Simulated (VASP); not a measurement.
# PBr (P-1) in VASP: further runs, part 2 of 3

VASP 6.6.1.

### Step 4. Single point, revPBE

File INCAR:

```
ALGO = Normal ; EDIFF = 1E-7
ENCUT = 520 ; GGA = RE
ISIF = 2 ; ISMEAR = -1
LASPH = T ; LCHARG = F
LREAL = F ; LWAVE = F
NBANDS = 20 ; NELM = 80
PREC = Accurate ; SIGMA = 0.05
```

File KPOINTS:

```
k-points
0
Gamma
  4 3 3
```

File POSCAR:

```
PBr
1.0
    4.9385630000      0.0000000000      0.0000000000
   -2.0623900000      5.1944970000      0.0000000000
   -0.6967810000     -0.6537650000      6.2332560000
Br P
2 2
Direct
    0.6657980000      0.8550130000      0.2427560000
    0.3342020000      0.1449870000      0.7572440000
    0.6407200000      0.4997570000      0.6318710000
    0.3592800000      0.5002430000      0.3681290000
```

Potentials or basis: VASP PAW PBE potentials, release 64 (Br, P).

Run with:

```console
$ cat potpaw_PBE.64/Br/POTCAR potpaw_PBE.64/P/POTCAR > POTCAR
$ mpirun -np 1 vasp_std > vasp.out
```

OUTCAR:

```text
EDIFF = 1E-7
   ENCUT = 520
   GGA = RE
   ISIF = 2
   ISMEAR = -1
   LASPH = T
   LREAL = F
   NELM = 80
   PREC = Accurate

 ion  position               nearest neighbor table
   1  0.666  0.855  0.243-   4 2.25
   2  0.334  0.145  0.757-   3 2.25
   3  0.641  0.500  0.632-   4 2.05   2 2.25
   4  0.359  0.500  0.368-   3 2.05   1 2.25

  LATTYP: Found a triclinic cell.
 ALAT       =    10.6206512695
 B/A-ratio  =     1.2981108736
 C/A-ratio  =     0.5937545491
 COS(alpha) =     0.0054841721
 COS(beta)  =     0.5716244624
 COS(gamma) =     0.8051544706

  Lattice vectors:

 A1 = (  -6.3041720000,   5.8482620000,  -6.2332560000)
 A2 = (  -9.0633430000,  10.3889940000,   0.0000000000)
 A3 = (   0.6967810000,   0.6537650000,  -6.2332560000)

Analysis of symmetry for initial positions (statically):
=====================================================================
 Subroutine PRICEL returns:
[... 164 lines left out ...]
  ---------------------------------------------------
  free energy    TOTEN  =       -13.37445863 eV

  energy without entropy =      -13.37445861  energy(sigma->0) =      -13.37445862

 E-fermi :   0.0813     XC(G=0):  -6.4933

 val. band max:       -0.7638170724   @ k =   0.0000   0.3333   0.3333
 cond. band min:       0.9047608232   @ k =   0.0000   0.3333   0.3333
 fundamental gap:      1.6685778956
 Fermi energy:         0.0812822328

 k-point     1 :       0.0000    0.0000    0.0000
  band No.  band energies     occupation
      1     -15.6504      2.00000
      2     -15.2547      2.00000
      3     -11.4930      2.00000
      4      -7.7789      2.00000
      5      -4.5398      2.00000
      6      -4.4958      2.00000
[... 426 lines left out ...]
     19       6.8493      0.00000
     20       7.2513      0.00000

------------------------ aborting loop because EDIFF is reached ----------------------------------------

  FORCE on cell =-STRESS in cart. coord.  units (eV):
  Direction    XX          YY          ZZ          XY          YZ          ZX
  --------------------------------------------------------------------------------------
  -------------------------------------------------------------------------------------
  Total        0.6908344      0.9189748      0.8721497     -0.0413813      0.0325769      0.0974672
  in kB        6.9219030      9.2077839      8.7386136     -0.4146247      0.3264085      0.9765850
  external PRESSURE =       8.2894335 kB  Pullay stress =       0.0000000 kB

 VOLUME and BASIS-vectors are now :
 -----------------------------------------------------------------------------
  energy-cutoff  :      520.00
  volume of cell :      159.90
      direct lattice vectors                 reciprocal lattice vectors
     4.938563000  0.000000000  0.000000000     0.202488052  0.080394566  0.031067067
    -2.062390000  5.194497000  0.000000000     0.000000000  0.192511421  0.020191250
    -0.696781000 -0.653765000  6.233256000     0.000000000  0.000000000  0.160429798

 POSITION                                       TOTAL-FORCE (eV/Angst)
 -----------------------------------------------------------------------------------
      1.35557      4.28266      1.51316        -0.004531     -0.082940     -0.054223
      0.82382      0.25807      4.72010         0.004531      0.082940      0.054223
      1.69327      2.18289      3.93861         0.007184     -0.058975      0.010833
      0.48613      2.35784      2.29464        -0.007184      0.058975     -0.010833
 -----------------------------------------------------------------------------------
    total drift:                               -0.000000      0.000000      0.000000

  FREE ENERGIE OF THE ION-ELECTRON SYSTEM (eV)
  ---------------------------------------------------
  free  energy   TOTEN  =       -13.3744586341 eV

  energy  without entropy=      -13.3744586095  energy(sigma->0) =      -13.37445862
```

OSZICAR:

```text
N       E                     dE             d eps       ncg     rms          rms(c)
DAV:   1     0.137012903816E+03    0.13701E+03   -0.92371E+03   760   0.955E+02
DAV:   2    -0.114228304977E+01   -0.13816E+03   -0.13509E+03  1012   0.168E+02
DAV:   3    -0.134882591914E+02   -0.12346E+02   -0.12298E+02   968   0.570E+01
DAV:   4    -0.136533194371E+02   -0.16506E+00   -0.16498E+00   964   0.781E+00
DAV:   5    -0.136556890404E+02   -0.23696E-02   -0.23694E-02   988   0.943E-01    0.102E+01
DAV:   6    -0.134256456705E+02    0.23004E+00   -0.22368E-01   896   0.248E+00    0.577E+00
DAV:   7    -0.133722536062E+02    0.53392E-01   -0.31214E-01   984   0.271E+00    0.767E-01
DAV:   8    -0.133737106226E+02   -0.14570E-02   -0.35758E-02   868   0.103E+00    0.460E-01
DAV:   9    -0.133742058103E+02   -0.49519E-03   -0.16508E-03   912   0.228E-01    0.188E-01
DAV:  10    -0.133743722238E+02   -0.16641E-03   -0.88672E-04   856   0.172E-01    0.532E-02
DAV:  11    -0.133744442844E+02   -0.72061E-04   -0.13210E-04   936   0.690E-02    0.425E-02
DAV:  12    -0.133744467856E+02   -0.25012E-05   -0.39617E-06  1036   0.113E-02    0.198E-02
DAV:  13    -0.133744582642E+02   -0.11479E-04   -0.18254E-05   836   0.308E-02    0.586E-03
DAV:  14    -0.133744584344E+02   -0.17022E-06   -0.10735E-06   944   0.786E-03    0.233E-03
DAV:  15    -0.133744585727E+02   -0.13833E-06   -0.10126E-07   744   0.250E-03    0.909E-04
DAV:  16    -0.133744586341E+02   -0.61425E-07   -0.42357E-08   696   0.168E-03
   1 F= -.13374459E+02 E0= -.13374459E+02  d E =-.246064E-07
```

stdout:

```text
POSCAR found type information on POSCAR BrP
 POSCAR found :  2 types and       4 ions
 scaLAPACK will be used
 -----------------------------------------------------------------------------
|                                                                             |
|                                                                             |
|     You enforced a specific xc type in the INCAR file but a different       |
|     I HOPE YOU KNOW WHAT YOU ARE DOING!                                     |
|                                                                             |
 -----------------------------------------------------------------------------

 LDA part: xc-table for (Slater+PW92), standard interpolation
 POSCAR, INCAR and KPOINTS ok, starting setup
 FFT: planning ... GRIDC
 FFT: planning ... GRID_SOFT
 FFT: planning ... GRID
 WAVECAR not read
 entering main loop
```

Wall time 84 s (1 thread of Intel Xeon 8259CL, shared host); peak memory 0.26 GiB.

What came out:

| Property | Result |
| --- | --- |
| Free energy | -13.3745 eV |
| Pressure | 0.8 GPa |
| Largest force | 0.099 eV/Å |
| Band gap on the k mesh | 1.67 eV, direct |

Forces on the atoms (eV/Å):
```
Br  -0.005 -0.083 -0.054
Br   0.005  0.083  0.054
P    0.007 -0.059  0.011
P   -0.007  0.059 -0.011
```

Levels at points of the mesh, in eV from the valence-band top:
| k point | band 9 | band 10 | band 11 | band 12 | band 13 | band 14 | band 15 | band 16 |
| --- | --- | --- | --- | --- | --- | --- | --- | --- |
| (0.00, 0.00, 0.00) | -2.09 | -1.31 | -1.02 | -0.46 | 2.04 | 3.36 | 4.80 | 5.81 |
| (0.50, 0.00, 0.00) | -2.16 | -1.49 | -0.79 | -0.19 | 2.40 | 2.85 | 3.72 | 4.95 |

Caveat: the PAW data sets were made with another functional, which shifts forces and pressure a little.

### Step 5. Single point, BLYP

File INCAR:

```
PREC     = Accurate       # precision mode
ENCUT    = 520            # plane-wave cutoff, eV
EDIFF    = 1E-7           # SCF threshold, eV
ISMEAR   = -1             # smearing method
SIGMA    = 0.05           # smearing width, eV
LREAL    = False          # projectors in reciprocal space
LASPH    = True           # aspherical terms in the spheres
NELM     = 80             # most SCF steps
ALGO     = Normal         # electronic algorithm
ISIF     = 2              # what is computed and relaxed
LWAVE    = False          # write WAVECAR
LCHARG   = False          # write CHGCAR
GGA      = B5             # functional
ALDAX    = 1.0          
AGGAX    = 1.0          
AGGAC    = 1.0          
ALDAC    = 0.0          
NBANDS   = 20             # bands
```

File KPOINTS:

```
regular mesh
0
Gamma
  4 3 3
```

POSCAR is that of step 4.

Potentials or basis: VASP PAW PBE potentials, release 64 (Br, P).

Run with:

```console
$ cat potpaw_PBE.64/Br/POTCAR potpaw_PBE.64/P/POTCAR > POTCAR
$ mpirun -np 1 vasp_std > vasp.out
```

OUTCAR:

```text
PREC = Accurate
   ENCUT = 520
   EDIFF = 1E-7
   ISMEAR = -1
   LREAL = False
   LASPH = True
   NELM = 80
   ISIF = 2
   GGA = B5

 ion  position               nearest neighbor table
   1  0.666  0.855  0.243-   4 2.25
   2  0.334  0.145  0.757-   3 2.25
   3  0.641  0.500  0.632-   4 2.05   2 2.25
   4  0.359  0.500  0.368-   3 2.05   1 2.25

  LATTYP: Found a triclinic cell.
 ALAT       =    10.6206512695
 B/A-ratio  =     1.2981108736
 C/A-ratio  =     0.5937545491
 COS(alpha) =     0.0054841721
 COS(beta)  =     0.5716244624
 COS(gamma) =     0.8051544706

  Lattice vectors:

 A1 = (  -6.3041720000,   5.8482620000,  -6.2332560000)
 A2 = (  -9.0633430000,  10.3889940000,   0.0000000000)
 A3 = (   0.6967810000,   0.6537650000,  -6.2332560000)

Analysis of symmetry for initial positions (statically):
=====================================================================
 Subroutine PRICEL returns:
 Original cell was already a primitive cell.

 Routine SETGRP: Setting up the symmetry group for a
 triclinic supercell.

 Subroutine GETGRP returns: Found  2 space group operations
 (whereof  2 operations were pure point group operations)
 out of a pool of  2 trial point group operations.

The static configuration has the point symmetry S_2 .

Analysis of symmetry for dynamics (positions and initial velocities):
=====================================================================
 Subroutine PRICEL returns:
 Original cell was already a primitive cell.

 Routine SETGRP: Setting up the symmetry group for a
 triclinic supercell.

 Subroutine GETGRP returns: Found  2 space group operations
 (whereof  2 operations were pure point group operations)
 out of a pool of  2 trial point group operations.

The dynamic configuration has the point symmetry S_2 .

 Subroutine INISYM returns: Found  2 space group operations
 (whereof  2 operations are pure point group operations),
 and found     1 'primitive' translations

----------------------------------------------------------------------------------------

                                     Primitive cell

  volume of cell :     159.9039

  direct lattice vectors                    reciprocal lattice vectors
     4.938563000  0.000000000  0.000000000     0.202488052  0.080394566  0.031067067
    -2.062390000  5.194497000  0.000000000     0.000000000  0.192511421  0.020191250
    -0.696781000 -0.653765000  6.233256000     0.000000000  0.000000000  0.160429798

  length of vectors
     4.938563000  5.588940114  6.306060006     0.220067853  0.193567388  0.160429798

  position of ions in fractional coordinates (direct lattice)
     0.665798000  0.855013000  0.242756000
     0.334202000  0.144987000  0.757244000
     0.640720000  0.499757000  0.631871000
     0.359280000  0.500243000  0.368129000

  ion indices of the primitive-cell ions
   primitive index   ion index
                 1           1
                 2           2
                 3           3
                 4           4

----------------------------------------------------------------------------------------

 KPOINTS: regular mesh

Automatic generation of k-mesh.
 Grid dimensions read from file:
 generate k-points for:    4    3    3

 Generating k-lattice:

  Cartesian coordinates                     Fractional coordinates (reciprocal lattice)
     0.050622013  0.020098642  0.007766767     0.250000000 -0.000000000  0.000000000
     0.000000000  0.064170474  0.006730417     0.000000000  0.333333333  0.000000000
     0.000000000  0.000000000  0.053476599     0.000000000  0.000000000  0.333333333

  Length of vectors
     0.055016963  0.064522463  0.053476599

  Shift w.r.t. Gamma in fractional coordinates (k-lattice)
     0.000000000  0.000000000  0.000000000

 Subroutine IBZKPT returns following result:
 ===========================================

 Found     19 irreducible k-points:

 Following reciprocal coordinates:
            Coordinates               Weight
  0.000000  0.000000  0.000000      1.000000
  0.250000  0.000000 -0.000000      2.000000
  0.500000  0.000000 -0.000000      1.000000
  0.000000  0.333333 -0.000000      2.000000
  0.250000  0.333333 -0.000000      2.000000
  0.500000  0.333333  0.000000      2.000000
[... 11 lines left out ...]
  0.500000 -0.333333  0.333333      2.000000
 -0.250000 -0.333333  0.333333      2.000000
   k-points           NKPTS =     19   k-points in BZ     NKDIM =     19   number of bands    NBANDS=     20
   number of dos      NEDOS =    301   number of ions     NIONS =      4
   total plane-waves  NPLWV =  80640
   dimension x,y,z NGX =    40 NGY =   42 NGZ =   48
   dimension x,y,z NGXF=    80 NGYF=   84 NGZF=   96
   ions per type =               2   2
   NGX,Y,Z   is equivalent  to a cutoff of  13.47, 12.49, 12.65 a.u.
   NGXF,Y,Z  is equivalent  to a cutoff of  26.93, 24.99, 25.31 a.u.
 SYSTEM =  unknown system
   PREC   = accura    normal or accurate (medium, high low for compatibility)
   ISTART =      0    job   : 0-new  1-cont  2-samecut
   ICHARG =      2    charge: 1-file 2-atom 10-const
   ISPIN  =      1    spin polarized calculation?
   LNONCOLLINEAR =      F non collinear calculations
   LSORBIT =      F    spin-orbit coupling
   LASPH  =      T    aspherical Exc in radial PAW
   ENCUT  =  520.0 eV  38.22 Ry    6.18 a.u.   9.18 10.39 11.73*2*pi/ulx,y,z
   NELM   =     80;   NELMIN=  2; NELMDL= -5     # of ELM steps
   EDIFF  = 0.1E-06   stopping-criterion for ELM
   LREAL  =      F    real-space projection
   EDIFFG = 0.1E-05   stopping-criterion for IOM
   NSW    =      0    number of steps for IOM
   IBRION =     -1    ionic relax: 0-MD 1-quasi-New 2-CG
   NFREE  =      0    steps in history (QN), initial steepest desc. (CG)
   ISIF   =      2    stress and relaxation
   ISYM   =      2    0-nonsym 1-usesym 2-fastsym
   POTIM  = 0.5000    time-step for ionic-motion
   TEBEG  =    0.0;   TEEND  =   0.0 temperature during run
   PSTRESS=    0.0 pullay stress
   NELECT =      24.0000    total number of electrons
   NUPDOWN=      -1.0000    fix difference up-down
   EMIN   =  10.00;   EMAX   =-10.00  energy-range for DOS
   EFERMI =   0.00;   METHOD = LEGACY
   ISMEAR =    -1;   SIGMA  =   0.05  broadening in eV -4-tet -1-fermi 0-gaus
   EFERMI_NEDOS =   21; number of points for ismear=-14 and -15
   IALGO  =     38    algorithm
   IMIX   =      4    mixing-type and parameters
     AMIX     =   0.40;   BMIX     =  1.00
     AMIX_MAG =   1.60;   BMIX_MAG =  1.00
  volume/ion in A,a.u.               =      39.98       269.77
  Fermi-wavevector in a.u.,A,eV,Ry     =   0.870013  1.644085 10.298549  0.756922
  Thomas-Fermi vector in A             =   1.988917
   LORBIT       =      0    0 simple, 1 ext, 2 COOP (PROOUT), +10 PAW based schemes
   GGA     = B5    functional components
   LHFCALC =     F    Hartree Fock is set to
   AEXX    =    0.0000 exact exchange contribution
   IVDW    =     0    specifies the selected vdW correction
   LEPSILON=     F    determine dielectric tensor
   LRPA    =     F    only Hartree local field effects (RPA)
 non-spin polarized calculation
  energy-cutoff  :      520.00
  volume of cell :      159.90
 maximum number of plane-waves:      4334
 NGX is ok and might be reduce to    40
   NGX = 19   NGY = 21   NGZ = 23

 number of electron      23.9999999 magnetization

 Free energy of the ion-electron system (eV)
  ---------------------------------------------------
  ext. energy  EPLUGINS =         0.00000000
  ---------------------------------------------------
  free energy    TOTEN  =       -12.58924033 eV

  energy without entropy =      -12.58924029  energy(sigma->0) =      -12.58924031

 E-fermi :   0.2767     XC(G=0):  -6.4425

 val. band max:       -0.5363510736   @ k =   0.0000   0.3333   0.3333
 cond. band min:       1.0700772406   @ k =   0.0000   0.3333   0.3333
 fundamental gap:      1.6064283142
 Fermi energy:         0.2767234280

 k-point     1 :       0.0000    0.0000    0.0000
  band No.  band energies     occupation
      1     -15.4502      2.00000
      2     -15.0555      2.00000
      3     -11.3091      2.00000
      4      -7.5714      2.00000
      5      -4.3188      2.00000
      6      -4.2493      2.00000
[... 12 lines left out ...]
     19       6.7586      0.00000
[... 398 lines left out ...]
      4      -7.7820      2.00000
      5      -4.2993      2.00000
      6      -4.1588      2.00000
[... 12 lines left out ...]
     19       6.9507      0.00000
     20       7.3006      0.00000

------------------------ aborting loop because EDIFF is reached ----------------------------------------

  FORCE on cell =-STRESS in cart. coord.  units (eV):
  Direction    XX          YY          ZZ          XY          YZ          ZX
  --------------------------------------------------------------------------------------
  -------------------------------------------------------------------------------------
  Total        0.8690116      2.0091842      1.2481865      0.3977148     -0.6490176      0.0476786
  in kB        8.7071714     20.1312745     12.5063622      3.9849533     -6.5029141      0.4777213
  external PRESSURE =      13.7816027 kB  Pullay stress =       0.0000000 kB

 VOLUME and BASIS-vectors are now :
 -----------------------------------------------------------------------------
  energy-cutoff  :      520.00
  volume of cell :      159.90
      direct lattice vectors                 reciprocal lattice vectors
     4.938563000  0.000000000  0.000000000     0.202488052  0.080394566  0.031067067
    -2.062390000  5.194497000  0.000000000     0.000000000  0.192511421  0.020191250
    -0.696781000 -0.653765000  6.233256000     0.000000000  0.000000000  0.160429798

 POSITION                                       TOTAL-FORCE (eV/Angst)
 -----------------------------------------------------------------------------------
      1.35557      4.28266      1.51316         0.114869      0.246648     -0.223999
      0.82382      0.25807      4.72010        -0.114869     -0.246648      0.223999
      1.69327      2.18289      3.93861         0.209181      0.174211      0.031925
      0.48613      2.35784      2.29464        -0.209181     -0.174211     -0.031925
 -----------------------------------------------------------------------------------
    total drift:                               -0.000000      0.000000      0.000000

  FREE ENERGIE OF THE ION-ELECTRON SYSTEM (eV)
  ---------------------------------------------------
  free  energy   TOTEN  =       -12.5892403311 eV

  energy  without entropy=      -12.5892402882  energy(sigma->0) =      -12.58924031
```

Run time: 2 min. Hardware: 1 thread of Intel Xeon 8259CL, shared host; peak memory 0.27 GiB.

Results:

```
Free energy            : -12.5892 eV
Pressure               : 1.4 GPa
Largest force          : 0.352 eV/Å
Band gap on the k mesh : 1.61 eV, direct
```

Forces in eV/Å, atoms in the order of the input:
```
Br   0.115  0.247 -0.224
Br  -0.115 -0.247  0.224
P    0.209  0.174  0.032
P   -0.209 -0.174 -0.032
```

Levels at points of the mesh, in eV from the valence-band top:
```
           k point  band 10  band 11  band 12  band 13  band 14  band 15
(0.00, 0.00, 0.00)    -1.31    -1.08    -0.48     1.98     3.33     4.73
(0.50, 0.00, 0.00)    -1.51    -0.82    -0.22     2.36     2.76     3.62
```

Caveat: the PAW data sets were made with another functional, which shifts forces and pressure a little. A hybrid or GW would open this gap; BLYP tends to underestimate it.

[end of part 2 of 3]
